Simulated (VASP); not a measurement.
# WS2 in VASP: notebook

The runs below take WS2 through single point, with PBEsol.

All numbers are computed with VASP 6.6.1; they aren't measurements. Logs are shortened: lines on timing, memory, paths and dates and some standing lists are left out, and cuts for length are marked.

### 1 The cell of the first run

The cell holds a slab with vacuum, 15 atoms: a = 3.148 Å, b = 6.625 Å, c = 27.663 Å, α = 90.00°, β = 90.00°, γ = 90.00°.

### 2 Single point, PBEsol

INCAR reads:

```
SYSTEM = WS2
PREC = Accurate ; ENCUT = 520
EDIFF = 1E-6 ; ISMEAR = 0
SIGMA = 0.05 ; LREAL = Auto
LASPH = .TRUE. ; NELM = 100
ALGO = Normal ; ISIF = 2
LWAVE = .FALSE. ; LCHARG = .FALSE.
LDIPOL = .TRUE. ; IDIPOL = 3
DIPOL = 0.5 0.5 0.497 ; GGA = PS
NBANDS = 78
```

KPOINTS reads:

```
Automatic mesh
0
G
  8 4 1
  0 0 0
```

POSCAR reads:

```
WS2
1.0
    3.1476068045      0.0000000000      0.0000000000
    0.0000000000      6.6245978920      0.0000000000
    0.0000000000      0.0000000000     27.6627308374
S W
10 5
Direct
    0.5000000000      0.7330599141      0.2711229070
    0.5000000000      0.1879096163      0.3021957591
    0.0000000000      0.6201812370      0.3658834740
    0.0000000000      0.0750309391      0.3969563260
    0.5000000000      0.5073025598      0.4606440409
    0.5000000000      0.9621522619      0.4917168930
    0.0000000000      0.3944238827      0.5554046079
    0.0000000000      0.8492735848      0.5864774600
    0.5000000000      0.2815452055      0.6501651749
    0.5000000000      0.7363949076      0.6812380270
    0.5000000000      0.8852583810      0.3498348251
    0.0000000000      0.7723797038      0.4445953921
    0.5000000000      0.6595010267      0.5393559591
    0.0000000000      0.5466223495      0.6341165260
    0.5000000000      0.4337436724      0.7288770930
```

Potentials or basis: VASP PAW PBE potentials, release 64 (S, W_sv).

The run is started by

```console
cat potpaw_PBE.64/S/POTCAR potpaw_PBE.64/W_sv/POTCAR > POTCAR
mpirun -np 1 vasp_std > vasp.out
```

OUTCAR:

```text
SYSTEM = WS2
   PREC = Accurate
   ENCUT = 520
   EDIFF = 1E-6
   ISMEAR = 0
   LREAL = Auto
   LASPH = .TRUE.
   NELM = 100
   ISIF = 2
   GGA = PS

 ion  position               nearest neighbor table
   1  0.500  0.733  0.271-  11 2.40
   2  0.500  0.188  0.302-  11 2.40
   3  0.000  0.620  0.366-  12 2.40  11 2.40  11 2.40
   4  0.000  0.075  0.397-  11 2.40  11 2.40  12 2.40
   5  0.500  0.507  0.461-  12 2.40  12 2.40  13 2.40
   6  0.500  0.962  0.492-  12 2.40  12 2.40  13 2.40
   7  0.000  0.394  0.555-  14 2.40  13 2.40  13 2.40
   8  0.000  0.849  0.586-  14 2.40  13 2.40  13 2.40
   9  0.500  0.282  0.650-  15 2.40  14 2.40  14 2.40
  10  0.500  0.736  0.681-  15 2.40  14 2.40  14 2.40
  11  0.500  0.885  0.350-   2 2.40   4 2.40   4 2.40   1 2.40   3 2.40   3 2.40  12 3.15  12 3.15

  12  0.000  0.772  0.445-   6 2.40   6 2.40   4 2.40   3 2.40   5 2.40   5 2.40  13 3.15  13 3.15
                            11 3.15  11 3.15
  13  0.500  0.660  0.539-   8 2.40   8 2.40   6 2.40   7 2.40   7 2.40   5 2.40  14 3.15  14 3.15
                            12 3.15  12 3.15
  14  0.000  0.547  0.634-   8 2.40  10 2.40  10 2.40   7 2.40   9 2.40   9 2.40  13 3.15  13 3.15
                            15 3.15  15 3.15
  15  0.500  0.434  0.729-  10 2.40   9 2.40  14 3.15  14 3.15

  LATTYP: Found a simple orthorhombic cell.
 ALAT       =     3.1476068045
 B/A-ratio  =     2.1046459432
 C/A-ratio  =     8.7884963261

  Lattice vectors:

 A1 = (   3.1476068045,   0.0000000000,   0.0000000000)
 A2 = (   0.0000000000,   6.6245978920,   0.0000000000)
 A3 = (   0.0000000000,   0.0000000000,  27.6627308374)

Analysis of symmetry for initial positions (statically):
=====================================================================
 Subroutine PRICEL returns:
 Original cell was already a primitive cell.

 Routine SETGRP: Setting up the symmetry group for a
 simple orthorhombic supercell.

 Subroutine GETGRP returns: Found  2 space group operations
 (whereof  2 operations were pure point group operations)
 out of a pool of  8 trial point group operations.

The static configuration has the point symmetry C_1h.

Analysis of symmetry for dynamics (positions and initial velocities):
=====================================================================
 Subroutine PRICEL returns:
 Original cell was already a primitive cell.

 Routine SETGRP: Setting up the symmetry group for a
 simple orthorhombic supercell.

 Subroutine GETGRP returns: Found  2 space group operations
 (whereof  2 operations were pure point group operations)
 out of a pool of  8 trial point group operations.

The dynamic configuration has the point symmetry C_1h.

 Subroutine INISYM returns: Found  2 space group operations
 (whereof  2 operations are pure point group operations),
 and found     1 'primitive' translations

----------------------------------------------------------------------------------------

                                     Primitive cell

  volume of cell :     576.8130

  direct lattice vectors                    reciprocal lattice vectors
     3.147606805  0.000000000  0.000000000     0.317701690  0.000000000  0.000000000
     0.000000000  6.624597892  0.000000000     0.000000000  0.150952558  0.000000000
     0.000000000  0.000000000 27.662730837     0.000000000  0.000000000  0.036149721

  length of vectors
     3.147606805  6.624597892 27.662730837     0.317701690  0.150952558  0.036149721

  position of ions in fractional coordinates (direct lattice)
     0.500000000  0.733059914  0.271122907
     0.500000000  0.187909616  0.302195759
     0.000000000  0.620181237  0.365883474
     0.000000000  0.075030939  0.396956326
     0.500000000  0.507302560  0.460644041
     0.500000000  0.962152262  0.491716893
     0.000000000  0.394423883  0.555404608
     0.000000000  0.849273585  0.586477460
     0.500000000  0.281545206  0.650165175
     0.500000000  0.736394908  0.681238027
     0.500000000  0.885258381  0.349834825
[... 46 lines left out ...]

 Found     15 irreducible k-points:

 Following reciprocal coordinates:
            Coordinates               Weight
  0.000000  0.000000  0.000000      1.000000
  0.125000  0.000000  0.000000      2.000000
  0.250000  0.000000  0.000000      2.000000
  0.375000  0.000000  0.000000      2.000000
  0.500000  0.000000  0.000000      1.000000
  0.000000  0.250000  0.000000      2.000000
  0.125000  0.250000  0.000000      4.000000
  0.250000  0.250000  0.000000      4.000000
  0.375000  0.250000  0.000000      4.000000
  0.500000  0.250000  0.000000      2.000000
  0.000000  0.500000  0.000000      1.000000
  0.125000  0.500000  0.000000      2.000000
  0.250000  0.500000  0.000000      2.000000
  0.375000  0.500000  0.000000      2.000000
  0.500000  0.500000  0.000000      1.000000
   k-points           NKPTS =     15   k-points in BZ     NKDIM =     15   number of bands    NBANDS=     78
   number of dos      NEDOS =    301   number of ions     NIONS =     15
   total plane-waves  NPLWV = 252000
   dimension x,y,z NGX =    24 NGY =   50 NGZ =  210
   dimension x,y,z NGXF=    48 NGYF=  100 NGZF=  420
   ions per type =              10   5
   NGX,Y,Z   is equivalent  to a cutoff of  12.68, 12.55, 12.62 a.u.
   NGXF,Y,Z  is equivalent  to a cutoff of  25.35, 25.10, 25.24 a.u.
 SYSTEM =  WS2
   PREC   = accura    normal or accurate (medium, high low for compatibility)
   ISTART =      0    job   : 0-new  1-cont  2-samecut
   ICHARG =      2    charge: 1-file 2-atom 10-const
   ISPIN  =      1    spin polarized calculation?
   LNONCOLLINEAR =      F non collinear calculations
   LSORBIT =      F    spin-orbit coupling
   LASPH  =      T    aspherical Exc in radial PAW
   ENCUT  =  520.0 eV  38.22 Ry    6.18 a.u.   5.85 12.32 51.43*2*pi/ulx,y,z
   NELM   =    100;   NELMIN=  2; NELMDL= -5     # of ELM steps
   EDIFF  = 0.1E-05   stopping-criterion for ELM
   LREAL  =      T    real-space projection
   EDIFFG = 0.1E-04   stopping-criterion for IOM
   NSW    =      0    number of steps for IOM
   IBRION =     -1    ionic relax: 0-MD 1-quasi-New 2-CG
   NFREE  =      0    steps in history (QN), initial steepest desc. (CG)
   ISIF   =      2    stress and relaxation
   ISYM   =      2    0-nonsym 1-usesym 2-fastsym
   POTIM  = 0.5000    time-step for ionic-motion
   TEBEG  =    0.0;   TEEND  =   0.0 temperature during run
   PSTRESS=    0.0 pullay stress
   NELECT =     130.0000    total number of electrons
   NUPDOWN=      -1.0000    fix difference up-down
   EMIN   =  10.00;   EMAX   =-10.00  energy-range for DOS
   EFERMI =   0.00;   METHOD = LEGACY
   ISMEAR =     0;   SIGMA  =   0.05  broadening in eV -4-tet -1-fermi 0-gaus
   EFERMI_NEDOS =   21; number of points for ismear=-14 and -15
   IALGO  =     38    algorithm
   IMIX   =      4    mixing-type and parameters
     AMIX     =   0.40;   BMIX     =  1.00
     AMIX_MAG =   1.60;   BMIX_MAG =  1.00
  volume/ion in A,a.u.               =      38.45       259.50
  Fermi-wavevector in a.u.,A,eV,Ry     =   0.996271  1.882680 13.504550  0.992556
  Thomas-Fermi vector in A             =   2.128348
   LORBIT       =      0    0 simple, 1 ext, 2 COOP (PROOUT), +10 PAW based schemes
   GGA     = PS    functional components
   LHFCALC =     F    Hartree Fock is set to
   AEXX    =    0.0000 exact exchange contribution
   IVDW    =     0    specifies the selected vdW correction
   LEPSILON=     F    determine dielectric tensor
   LRPA    =     F    only Hartree local field effects (RPA)
 non-spin polarized calculation
 Gauss-broadening in eV      SIGMA  =   0.05
  energy-cutoff  :      520.00
  volume of cell :      576.81
 maximum number of plane-waves:     15604
 NGX is ok and might be reduce to    24
   NGX = 11   NGY = 25   NGZ =103

 dipolmoment           0.000000      0.000000      0.028381 electrons x Angstroem

 number of electron     130.0000010 magnetization

 dipolmoment           0.000000      0.000000     -0.230964 electrons x Angstroem

 Free energy of the ion-electron system (eV)
  ---------------------------------------------------
  ext. energy  EPLUGINS =         0.00000000
  ---------------------------------------------------
  free energy    TOTEN  =      -116.54236597 eV

  energy without entropy =     -116.52141639  energy(sigma->0) =     -116.53189118

 E-fermi :   0.6389     XC(G=0):  -5.9130

 val. band max:        0.6230209853   @ k =   0.1250   0.0000   0.0000
 cond. band min:       0.6433885052   @ k =   0.0000   0.2500   0.0000
 fundamental gap:      0.0203675199
 Fermi energy:         0.6388746610

 k-point     1 :       0.0000    0.0000    0.0000
  band No.  band energies     occupation
      1     -74.1588      2.00000
      2     -74.0399      2.00000
      3     -73.9730      2.00000
      4     -73.8838      2.00000
      5     -73.8704      2.00000
      6     -38.4530      2.00000
[... 1189 lines left out ...]
     76       3.4192      0.00000
     77       3.4943      0.00000
 [bands above 77 left out]

------------------------ aborting loop because EDIFF is reached ----------------------------------------

 vacuum level on the upper side and lower side of the slab       (xc-potential included)        -1.083         0.868

  FORCE on cell =-STRESS in cart. coord.  units (eV):
  Direction    XX          YY          ZZ          XY          YZ          ZX
  --------------------------------------------------------------------------------------
  -------------------------------------------------------------------------------------
  Total       -9.8306365     -5.1917572     -8.3569544      0.0000000      1.1173659      0.0000000
  in kB      -27.3059426    -14.4208185    -23.2125881      0.0000000      3.1036371      0.0000000
  external PRESSURE =     -21.6464498 kB  Pullay stress =       0.0000000 kB

 VOLUME and BASIS-vectors are now :
 -----------------------------------------------------------------------------
  energy-cutoff  :      520.00
  volume of cell :      576.81
      direct lattice vectors                 reciprocal lattice vectors
     3.147606805  0.000000000  0.000000000     0.317701690  0.000000000  0.000000000
     0.000000000  6.624597892  0.000000000     0.000000000  0.150952558  0.000000000
     0.000000000  0.000000000 27.662730837     0.000000000  0.000000000  0.036149721

 POSITION                                       TOTAL-FORCE (eV/Angst)
 -----------------------------------------------------------------------------------
      1.57380      4.85623      7.50000         0.000000      0.669326      0.969817
      1.57380      1.24483      8.35956         0.000000     -0.885342      0.194064
      0.00000      4.10845     10.12134         0.000000      0.150245     -0.152645
      0.00000      0.49705     10.98090         0.000000     -0.019290     -0.115021
      1.57380      3.36068     12.74267         0.000000     -0.023195     -0.038320
      1.57380      6.37387     13.60223         0.000000      0.030123     -0.013354
      0.00000      2.61290     15.36401         0.000000     -0.128768      0.016032
      0.00000      5.62610     16.22357         0.000000      0.091615      0.078501
      1.57380      1.86512     17.98534         0.000000     -0.157432      1.761001
      1.57380      4.87832     18.84490         0.000000     -0.765113      1.591580
      1.57380      5.86448      9.67739         0.000000      0.165096     -1.158647
      0.00000      5.11670     12.29872         0.000000     -0.088354      0.325404
      1.57380      4.36893     14.92006         0.000000     -0.006207      0.052351
      0.00000      3.62115     17.54139         0.000000      0.048876     -0.147424
      1.57380      2.87338     20.16273         0.000000      0.918421     -3.363340
 -----------------------------------------------------------------------------------
    total drift:                                0.000000     -0.001479      0.001265

  FREE ENERGIE OF THE ION-ELECTRON SYSTEM (eV)
  ---------------------------------------------------
  free  energy   TOTEN  =      -116.5423659709 eV

  energy  without entropy=     -116.5214163876  energy(sigma->0) =     -116.53189118

 vacuum level on the upper side and lower side of the slab         4.658         6.649
```

Wall time 18 min (1 thread of Intel Xeon 6975P-C (Granite Rapids), shared host); peak memory 0.78 GiB.

What came out:

| Quantity | Value |
| --- | --- |
| Free energy | -116.5424 eV |
| Largest force | 3.486 eV/Å |
| Band gap on the k mesh | zero (bands 65 and 66 overlap by 0.45 eV) |

Forces in eV/Å, atoms in the order of the input:
```
S    0.000  0.669  0.970
S    0.000 -0.885  0.194
S    0.000  0.150 -0.153
S    0.000 -0.019 -0.115
S    0.000 -0.023 -0.038
S    0.000  0.030 -0.013
S    0.000 -0.129  0.016
S    0.000  0.092  0.079
S    0.000 -0.157  1.761
S    0.000 -0.765  1.592
W    0.000  0.165 -1.159
W    0.000 -0.088  0.325
W    0.000 -0.006  0.052
W    0.000  0.049 -0.147
W    0.000  0.918 -3.363
```

Caveat: the PAW data sets were made with another functional, which shifts forces and pressure a little; spin-orbit coupling is left out, which moves the levels of the heavy elements.

(Part 1 of 2 ends here.)

The gap in the log of VASP goes by the Fermi energy; the results here count the filled bands.